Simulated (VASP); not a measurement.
CsIr3Pt: single point with PBE

Crystal: CsIr3Pt.

```
CELL_PARAMETERS angstrom
4.61365 0.00000 0.00000
0.00000 4.61365 0.00000
0.00000 0.00000 4.61365
ATOMIC_POSITIONS crystal
Cs 0.00000 0.00000 0.00000
Ir 0.00000 0.50000 0.50000
Ir 0.50000 0.00000 0.50000
Ir 0.50000 0.50000 0.00000
Pt 0.50000 0.50000 0.50000
```

The cell was built from a structure type or drawn by symmetry, and may not be a known phase.

```
Program                : VASP 6.6.1
Task                   : single point
Functional             : PBE
Potentials or basis    : VASP PAW PBE potentials, release 64 (Cs_sv, Ir, Pt)
Cutoff                 : 520 eV
k mesh                 : 4 × 4 × 4
Occupations            : gaussian, width 0.1 eV
Spin                   : no spin polarisation
Dipole correction      : no
Further INCAR settings : ALGO = Normal; EDIFF = 1e-06; NBANDS = 31
```

```yaml
Pressure: 35.5 GPa
Band_gap_on_the_k_mesh: zero (bands 23 and 24 overlap by 0.56 eV)
```

Levels at points of the mesh, in eV from the Fermi level:
```tsv
k point	band 21	band 22	band 23	band 24	band 25	band 26
(0.00, 0.00, 0.00)	0.39	0.39	0.39	1.17	1.17	1.93
(0.50, 0.00, 0.00)	-0.34	-0.34	0.11	0.11	0.39	1.02
(0.50, 0.50, 0.00)	-1.04	-0.75	-0.66	0.02	0.02	0.91
(0.50, 0.50, 0.50)	-0.81	-0.81	-0.17	-0.17	-0.17	1.00
```

Run time: 30 s on 1 thread of AMD EPYC 7R13, on a shared host, peak memory 0.19 GiB.

Caveat: the cell stands under pressure; spin-orbit coupling is left out, which moves the levels of the heavy elements.
